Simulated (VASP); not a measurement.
LiCl: relaxation of cell and atoms with PBE

LiCl:

```
CELL_PARAMETERS angstrom
6.78227 0.00000 0.00000
0.00000 6.78227 0.00000
0.00000 0.00000 6.78227
ATOMIC_POSITIONS crystal
Li 0.75000 0.50000 0.00000
Li 0.50000 0.00000 0.75000
Li 0.00000 0.75000 0.50000
Li 0.00000 0.25000 0.50000
Li 0.25000 0.50000 0.00000
Li 0.50000 0.00000 0.25000
Cl 0.50000 0.75000 0.00000
Cl 0.75000 0.00000 0.50000
Cl 0.00000 0.50000 0.75000
Cl 0.25000 0.00000 0.50000
Cl 0.00000 0.50000 0.25000
Cl 0.50000 0.25000 0.00000
```

- Program: VASP 6.6.1
- Task: relaxation of cell and atoms
- Functional: PBE
- Potentials or basis: VASP PAW PBE potentials, release 64 (Li_sv, Cl)
- Cutoff: 600 eV
- k mesh: 4 × 4 × 4
- Occupations: gaussian, width 0.01 eV
- Spin: no spin polarisation
- Dipole correction: no
- Further INCAR settings: ALGO = Normal; EDIFF = 1e-06; IBRION = 2; EDIFFG = -0.001; NSW = 80; ISIF = 3

```json
{"Relaxed volume": "25.92 Å³/atom", "Relaxed cell": "a = 6.775 Å, b = 6.775 Å, c = 6.775 Å, α = 90.00°, β = 90.00°, γ = 90.00°", "Space group after relaxing (to 0.1 Å)": "Pm-3n (No. 223)", "Energy gained by relaxing": "0.0 meV/atom", "Ionic steps": "3", "Pressure after relaxing": "0.0 GPa", "Band gap on the k mesh": "5.36 eV"}
```

Step by step:
```csv
step,energy change (eV),largest force (eV/Å),pressure (GPa),volume (Å³)
1,0.0000,0.0000,-0.06,311.98
2,-0.0001,0.0000,-0.03,311.55
3,-0.0002,0.0000,0.00,311.00
```

Final structure:
```
CELL_PARAMETERS angstrom
6.77516 0.00000 0.00000
0.00000 6.77516 0.00000
0.00000 0.00000 6.77516
ATOMIC_POSITIONS crystal
Li 0.75000 0.50000 0.00000
Li 0.50000 0.00000 0.75000
Li 0.00000 0.75000 0.50000
Li 0.00000 0.25000 0.50000
Li 0.25000 0.50000 0.00000
Li 0.50000 0.00000 0.25000
Cl 0.50000 0.75000 0.00000
Cl 0.75000 0.00000 0.50000
Cl 0.00000 0.50000 0.75000
Cl 0.25000 0.00000 0.50000
Cl 0.00000 0.50000 0.25000
Cl 0.50000 0.25000 0.00000
```

Levels at points of the mesh, in eV from the valence-band top:
| k point | band 28 | band 29 | band 30 | band 31 | band 32 | band 33 |
| --- | --- | --- | --- | --- | --- | --- |
| (0.00, 0.00, 0.00) | 0.00 | 0.00 | 0.00 | 5.36 | 7.38 | 7.90 |
| (0.50, 0.00, 0.00) | -0.58 | -0.01 | -0.01 | 6.36 | 6.36 | 7.87 |
| (0.50, 0.50, 0.00) | -0.60 | -0.55 | -0.02 | 6.75 | 6.98 | 6.98 |
| (0.50, 0.50, 0.50) | -0.74 | -0.74 | -0.74 | 7.69 | 7.69 | 7.84 |

It took 10 min on 1 thread of Intel Xeon 8259CL (shared host), peak memory 0.46 GiB.

Caveat: the cutoff is under 1.25 times the usual one of these potentials, so pressure, stress and relaxed cells hold a basis-set (Pulay) error. A k mesh can miss the band edges.
